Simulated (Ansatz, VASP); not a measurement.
NiO in VASP and in Ansatz

The input INCAR:

```
  PREC = Accurate
  ENCUT = 520
  EDIFF = 1E-6
  ISMEAR = -1
  SIGMA = 0.05
  LREAL = F
  LASPH = T
  NELM = 150
  ALGO = Normal
  ISIF = 2
  LWAVE = F
  LCHARG = T
  ISPIN = 2
  MAGMOM = 1 0
  LORBIT = 11
  LMAXMIX = 4
  GGA = PS
  IVDW = 12
  LELF = T
  LVHAR = T
  NBANDS = 19
```

Contents of KPOINTS:

```
regular mesh
0
Gamma
  11 11 11
```

File POSCAR:

```
NiO
1.0
    0.0000000000      2.0859016414      2.0859016414
    2.0859016414      0.0000000000      2.0859016414
    2.0859016414      2.0859016414      0.0000000000
Ni O
1 1
Direct
    0.0000000000      0.0000000000      0.0000000000
    0.5000000000      0.5000000000      0.5000000000
```

Contents of input.yaml:

```yaml
crystal:
  lattice:
    - [0.0, 2.0859016414, 2.0859016414]
    - [2.0859016414, 0.0, 2.0859016414]
    - [2.0859016414, 2.0859016414, 0.0]
  atoms:
    - { symbol: Ni, position: [0.0, 0.0, 0.0], spin: 1.0 }
    - { symbol: O, position: [0.5, 0.5, 0.5] }
hamiltonian:
  xc: pbesol
  pseudopotentials: { kind: paw }
  dispersion: d3bj
magnetization:
  spin_polarized: true
kpoints:
  mp_grid: { grid: [11, 11, 11] }
scf:
  occupations: { method: fermi_dirac, width: 0.05 }
output:
  forces: true
  stress: true
  eigenvalues: true
```

Alike in both runs: task single point; functional PBEsol; dispersion D3(BJ); k mesh 11 × 11 × 11; occupations fermi-dirac, width 0.05 eV; collinear spin.

|  | VASP | Ansatz |
| --- | --- | --- |
| version | VASP 6.6.1 | Ansatz 0.2.0 |
| potentials or method | VASP PAW PBE potentials, release 64 (Ni, O) | Ansatz PAW |
| plane-wave cutoff (eV) | 520 | 420 |
| valence electrons in the cell | 16 | 24 |

Ansatz gave:

| Item | Value |
| --- | --- |
| gap on the k mesh at the Fermi level (eV) | none |
| pressure (GPa) | -10.0 |
| net moment per atom (μB) | 0.70 |
| size of the moment on the site where the two differ most (μB) | 1.15 |

Q: Estimate VASP's values.

A: gap on the k mesh at the Fermi level (eV): none; pressure (GPa): -10.2; net moment per atom (μB): 0.67; size of the moment on the site where the two differ most (μB): 1.12.

VASP's potentials were made for PBE, not for PBEsol. Site moments also hang on the region over which each program counts them. A gap of «none» marks a metal or a gap that the smearing closes. VASP's potentials hold 16 valence electrons a cell and Ansatz's 24, so a difference there can come from the potentials and not from the codes.
